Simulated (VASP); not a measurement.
# Ag in VASP: further runs

The runs below take Ag through single point, with PBEsol.

Program: VASP 6.6.1. These are calculated values, not measurements. Logs are shortened: lines on timing, memory, paths and dates and some standing lists are left out, and cuts for length are marked.

## Step 1: The cell of the first run

The cell holds a slab with vacuum, 7 atoms: a = 2.866 Å, b = 2.866 Å, c = 30.042 Å, α = 90.00°, β = 90.00°, γ = 60.00°.

## Step 2: Single point, PBEsol

The input, INCAR:

```
ALGO = Normal ; DIPOL = 0.5 0.5 0.500
EDIFF = 1E-6 ; ENCUT = 520
GGA = PS ; IDIPOL = 3
ISIF = 2 ; ISMEAR = 1
LASPH = T ; LCHARG = T
LDIPOL = T ; LELF = T
LREAL = F ; LVACPOTAV = T
LVHAR = T ; LWAVE = F
NBANDS = 48 ; NELM = 60
PREC = Accurate ; SIGMA = 0.1
```

The input, KPOINTS:

```
k-points
0
Gamma
  13 13 1
```

The input, POSCAR:

```
Ag
1.0
    2.8663098920      0.0000000000      0.0000000000
    1.4331549460      2.4822971810      0.0000000000
    0.0000000000      0.0000000000     30.0419933590
Ag
7
Direct
    0.0000000000      0.0000000000      0.2662939141
    0.3333333333      0.3333333333      0.3441959428
    0.6666666667      0.6666666667      0.4220979714
    0.0000000000      0.0000000000      0.5000000000
    0.3333333333      0.3333333333      0.5779020286
    0.6666666667      0.6666666667      0.6558040572
    0.0000000000      0.0000000000      0.7337060859
```

Potentials or basis: VASP PAW PBE potentials, release 64 (Ag).

Command:

```
$ cat potpaw_PBE.64/Ag/POTCAR > POTCAR
$ mpirun -np 1 vasp_std > vasp.out
```

OUTCAR:

```text
EDIFF = 1E-6
   ENCUT = 520
   GGA = PS
   ISIF = 2
   ISMEAR = 1
   LASPH = T
   LREAL = F
   NELM = 60
   PREC = Accurate

 ion  position               nearest neighbor table
   1  0.000  0.000  0.266-   2 2.87   2 2.87   2 2.87
   2  0.333  0.333  0.344-   3 2.87   3 2.87   3 2.87   1 2.87   1 2.87   1 2.87
   3  0.667  0.667  0.422-   2 2.87   4 2.87   4 2.87   2 2.87   4 2.87   2 2.87
   4  0.000  0.000  0.500-   3 2.87   5 2.87   5 2.87   3 2.87   3 2.87   5 2.87
   5  0.333  0.333  0.578-   6 2.87   4 2.87   4 2.87   6 2.87   4 2.87   6 2.87
   6  0.667  0.667  0.656-   5 2.87   5 2.87   5 2.87   7 2.87   7 2.87   7 2.87
   7  0.000  0.000  0.734-   6 2.87   6 2.87   6 2.87

  LATTYP: Found a hexagonal cell.
 ALAT       =     2.8663098915
 C/A-ratio  =    10.4810695620

  Lattice vectors:

 A1 = (  -1.4331549460,  -2.4822971810,   0.0000000000)
 A2 = (   2.8663098920,   0.0000000000,   0.0000000000)
 A3 = (   0.0000000000,   0.0000000000,  30.0419933590)

Analysis of symmetry for initial positions (statically):
=====================================================================
 Subroutine PRICEL returns:
 Original cell was already a primitive cell.

 Routine SETGRP: Setting up the symmetry group for a
 hexagonal supercell.

 Subroutine GETGRP returns: Found 12 space group operations
 (whereof 12 operations were pure point group operations)
 out of a pool of 24 trial point group operations.

The static configuration has the point symmetry D_3d.

Analysis of symmetry for dynamics (positions and initial velocities):
=====================================================================
 Subroutine PRICEL returns:
 Original cell was already a primitive cell.

 Routine SETGRP: Setting up the symmetry group for a
 hexagonal supercell.

 Subroutine GETGRP returns: Found 12 space group operations
 (whereof 12 operations were pure point group operations)
 out of a pool of 24 trial point group operations.

The dynamic configuration has the point symmetry D_3d.

 Subroutine INISYM returns: Found 12 space group operations
 (whereof 12 operations are pure point group operations),
 and found     1 'primitive' translations

----------------------------------------------------------------------------------------

                                     Primitive cell

  volume of cell :     213.7498

  direct lattice vectors                    reciprocal lattice vectors
     2.866309892  0.000000000  0.000000000     0.348880630 -0.201426326  0.000000000
     1.433154946  2.482297181  0.000000000     0.000000000  0.402852651  0.000000000
     0.000000000  0.000000000 30.041993359     0.000000000  0.000000000  0.033286739

  length of vectors
     2.866309892  2.866309891 30.041993359     0.402852651  0.402852651  0.033286739

  position of ions in fractional coordinates (direct lattice)
     0.000000000  0.000000000  0.266293914
     0.333333333  0.333333333  0.344195943
     0.666666667  0.666666667  0.422097971
     0.000000000  0.000000000  0.500000000
     0.333333333  0.333333333  0.577902029
     0.666666667  0.666666667  0.655804057
     0.000000000  0.000000000  0.733706086

  ion indices of the primitive-cell ions
   primitive index   ion index
                 1           1
                 2           2
                 3           3
                 4           4
                 5           5
                 6           6
                 7           7

----------------------------------------------------------------------------------------

 KPOINTS: k-points

Automatic generation of k-mesh.
 Grid dimensions read from file:
 generate k-points for:   13   13    1

 Generating k-lattice:

  Cartesian coordinates                     Fractional coordinates (reciprocal lattice)
     0.026836972 -0.015494333  0.000000000     0.076923077  0.000000000  0.000000000
     0.000000000  0.030988665  0.000000000     0.000000000  0.076923077  0.000000000
     0.000000000  0.000000000  0.033286739     0.000000000  0.000000000  1.000000000

  Length of vectors
     0.030988665  0.030988665  0.033286739

  Shift w.r.t. Gamma in fractional coordinates (k-lattice)
     0.000000000  0.000000000  0.000000000

 Subroutine IBZKPT returns following result:
 ===========================================

 Found     21 irreducible k-points:

 Following reciprocal coordinates:
            Coordinates               Weight
  0.000000  0.000000  0.000000      1.000000
  0.076923  0.000000  0.000000      6.000000
  0.153846 -0.000000  0.000000      6.000000
  0.230769 -0.000000  0.000000      6.000000
  0.307692 -0.000000  0.000000      6.000000
  0.384615  0.000000  0.000000      6.000000
[... 13 lines left out ...]
 -0.384615  0.230769  0.000000      6.000000
 -0.384615  0.307692  0.000000      6.000000
   k-points           NKPTS =     21   k-points in BZ     NKDIM =     21   number of bands    NBANDS=     48
   number of dos      NEDOS =    301   number of ions     NIONS =      7
   total plane-waves  NPLWV = 129024
   dimension x,y,z NGX =    24 NGY =   24 NGZ =  224
   dimension x,y,z NGXF=    48 NGYF=   48 NGZF=  448
   ions per type =               7
   NGX,Y,Z   is equivalent  to a cutoff of  13.92, 13.92, 12.40 a.u.
   NGXF,Y,Z  is equivalent  to a cutoff of  27.84, 27.84, 24.79 a.u.
 SYSTEM =  unknown system
   PREC   = accura    normal or accurate (medium, high low for compatibility)
   ISTART =      0    job   : 0-new  1-cont  2-samecut
   ICHARG =      2    charge: 1-file 2-atom 10-const
   ISPIN  =      1    spin polarized calculation?
   LNONCOLLINEAR =      F non collinear calculations
   LSORBIT =      F    spin-orbit coupling
   LASPH  =      T    aspherical Exc in radial PAW
   ENCUT  =  520.0 eV  38.22 Ry    6.18 a.u.   5.33  5.33 55.86*2*pi/ulx,y,z
   NELM   =     60;   NELMIN=  2; NELMDL= -5     # of ELM steps
   EDIFF  = 0.1E-05   stopping-criterion for ELM
   LREAL  =      F    real-space projection
   EDIFFG = 0.1E-04   stopping-criterion for IOM
   NSW    =      0    number of steps for IOM
   IBRION =     -1    ionic relax: 0-MD 1-quasi-New 2-CG
   NFREE  =      0    steps in history (QN), initial steepest desc. (CG)
   ISIF   =      2    stress and relaxation
   ISYM   =      2    0-nonsym 1-usesym 2-fastsym
   POTIM  = 0.5000    time-step for ionic-motion
   TEBEG  =    0.0;   TEEND  =   0.0 temperature during run
   PSTRESS=    0.0 pullay stress
   NELECT =      77.0000    total number of electrons
   NUPDOWN=      -1.0000    fix difference up-down
   EMIN   =  10.00;   EMAX   =-10.00  energy-range for DOS
   EFERMI =   0.00;   METHOD = LEGACY
   ISMEAR =     1;   SIGMA  =   0.10  broadening in eV -4-tet -1-fermi 0-gaus
   EFERMI_NEDOS =   21; number of points for ismear=-14 and -15
   IALGO  =     38    algorithm
   IMIX   =      4    mixing-type and parameters
     AMIX     =   0.40;   BMIX     =  1.00
     AMIX_MAG =   1.60;   BMIX_MAG =  1.00
  volume/ion in A,a.u.               =      30.54       206.06
  Fermi-wavevector in a.u.,A,eV,Ry     =   1.164850  2.201247 18.461399  1.356875
  Thomas-Fermi vector in A             =   2.301383
   LORBIT       =      0    0 simple, 1 ext, 2 COOP (PROOUT), +10 PAW based schemes
   GGA     = PS    functional components
   LHFCALC =     F    Hartree Fock is set to
   AEXX    =    0.0000 exact exchange contribution
   IVDW    =     0    specifies the selected vdW correction
   LEPSILON=     F    determine dielectric tensor
   LRPA    =     F    only Hartree local field effects (RPA)
 non-spin polarized calculation
 Methfessel and Paxton  Order N= 1 SIGMA  =   0.10
  energy-cutoff  :      520.00
  volume of cell :      213.75
 maximum number of plane-waves:      5793
 NGX is ok and might be reduce to    24
   NGX = 11   NGY = 11   NGZ =111

 dipolmoment           0.000000      0.000000     -0.000000 electrons x Angstroem

 number of electron      76.9999976 magnetization

 dipolmoment           0.000000      0.000000      0.000000 electrons x Angstroem

 Free energy of the ion-electron system (eV)
  ---------------------------------------------------
  ext. energy  EPLUGINS =         0.00000000
  ---------------------------------------------------
  free energy    TOTEN  =       -22.28047602 eV

  energy without entropy =      -22.28252799  energy(sigma->0) =      -22.28116001

 E-fermi :   2.7307     XC(G=0):  -7.4006

 val. band max:        2.6606040881   @ k =   0.3846   0.1538   0.0000
 cond. band min:       2.7594959660   @ k =   0.4615   0.0000   0.0000
 fundamental gap:      0.0988918779
 Fermi energy:         2.7306833810

 k-point     1 :       0.0000    0.0000    0.0000
  band No.  band energies     occupation
      1      -5.3227      2.00000
      2      -4.9046      2.00000
      3      -4.3219      2.00000
      4      -3.9758      2.00000
      5      -3.9718      2.00000
      6      -3.7012      2.00000
[... 40 lines left out ...]
     47       8.4119      0.00000
     48       8.8348      0.00000

 k-point     2 :       0.0769    0.0000    0.0000
  band No.  band energies     occupation
      1      -5.1572      2.00000
      2      -4.7445      2.00000
      3      -4.1685      2.00000
      4      -3.8664      2.00000
      5      -3.8420      2.00000
      6      -3.5728      2.00000
[... 40 lines left out ...]
     47       8.5529      0.00000
     48       8.9513      0.00000

 k-point     3 :       0.1538   -0.0000    0.0000
  band No.  band energies     occupation
      1      -4.6948      2.00000
      2      -4.3114      2.00000
      3      -3.7794      2.00000
      4      -3.6035      2.00000
      5      -3.5234      2.00000
      6      -3.2718      2.00000
[... 40 lines left out ...]
     47       8.9788      0.00000
     48       9.3079      0.00000

 k-point     4 :       0.2308   -0.0000    0.0000
  band No.  band energies     occupation
      1      -4.0963      2.00000
      2      -3.8178      2.00000
      3      -3.4989      2.00000
      4      -3.4614      2.00000
      5      -3.3022      2.00000
      6      -3.0869      2.00000
[... 805 lines left out ...]
     47       9.0631      0.00000
     48       9.1766      0.00000

 k-point    20 :      -0.3846    0.2308    0.0000
  band No.  band energies     occupation
      1      -3.5615      2.00000
      2      -3.3493      2.00000
      3      -3.3275      2.00000
      4      -3.2135      2.00000
      5      -3.2019      2.00000
      6      -3.0817      2.00000
[... 40 lines left out ...]
     47       8.7110      0.00000
     48       9.0360      0.00000

 k-point    21 :      -0.3846    0.3077    0.0000
  band No.  band energies     occupation
      1      -3.3484      2.00000
      2      -3.3336      2.00000
      3      -3.1800      2.00000
      4      -3.1255      2.00000
      5      -3.0985      2.00000
      6      -2.9806      2.00000
[... 40 lines left out ...]
     47       8.3414      0.00000
     48       8.6501      0.00000

------------------------ aborting loop because EDIFF is reached ----------------------------------------

  FORCE on cell =-STRESS in cart. coord.  units (eV):
  Direction    XX          YY          ZZ          XY          YZ          ZX
  --------------------------------------------------------------------------------------
  -------------------------------------------------------------------------------------
  Total       -1.7479238     -1.7479238     -0.0442077      0.0000000      0.0000000      0.0000000
  in kB      -13.1016926    -13.1016926     -0.3313618      0.0000000      0.0000000      0.0000000
  external PRESSURE =      -8.8449156 kB  Pullay stress =       0.0000000 kB

 VOLUME and BASIS-vectors are now :
 -----------------------------------------------------------------------------
  energy-cutoff  :      520.00
  volume of cell :      213.75
      direct lattice vectors                 reciprocal lattice vectors
     2.866309892  0.000000000  0.000000000     0.348880630 -0.201426326  0.000000000
     1.433154946  2.482297181  0.000000000     0.000000000  0.402852651  0.000000000
     0.000000000  0.000000000 30.041993359     0.000000000  0.000000000  0.033286739

 POSITION                                       TOTAL-FORCE (eV/Angst)
 -----------------------------------------------------------------------------------
      0.00000      0.00000      8.00000         0.000000      0.000000      0.018024
      1.43315      0.82743     10.34033        -0.000000      0.000000     -0.012262
      2.86631      1.65486     12.68066         0.000000     -0.000000     -0.031263
      0.00000      0.00000     15.02100        -0.000000     -0.000000      0.000000
      1.43315      0.82743     17.36133        -0.000000     -0.000000      0.031263
      2.86631      1.65486     19.70166        -0.000000      0.000000      0.012262
      0.00000      0.00000     22.04199        -0.000000     -0.000000     -0.018024
 -----------------------------------------------------------------------------------
    total drift:                                0.000000     -0.000000      0.000000

  FREE ENERGIE OF THE ION-ELECTRON SYSTEM (eV)
  ---------------------------------------------------
  free  energy   TOTEN  =       -22.2804760191 eV

  energy  without entropy=      -22.2825279899  energy(sigma->0) =      -22.28116001

 vacuum level on the upper side and lower side of the slab         7.252         7.252
```

Run time: 3.9 min. Hardware: 1 thread of AMD EPYC 9R45 (Zen 5), shared host; peak memory 0.39 GiB.

Results:

```yaml
Free_energy: -22.2805 eV
Largest_force: 0.031 eV/Å
Band_gap_on_the_k_mesh: zero (an odd number of electrons rules out a gap without spin polarisation)
```

Forces on the atoms (eV/Å):
```
Ag   0.000  0.000  0.018
Ag   0.000  0.000 -0.012
Ag   0.000  0.000 -0.031
Ag   0.000  0.000  0.000
Ag   0.000  0.000  0.031
Ag   0.000  0.000  0.012
Ag   0.000  0.000 -0.018
```

Levels at points of the mesh, in eV from the Fermi level:
```csv
k point,band 36,band 37,band 38,band 39,band 40,band 41,band 42,band 43
"(0.00, 0.00, 0.00)",-3.43,-3.22,-3.22,-3.14,-3.14,-2.24,-0.60,-0.15
```

Caveat: the PAW data sets were made with another functional, which shifts forces and pressure a little.

(Continued in part 2 of 2.)
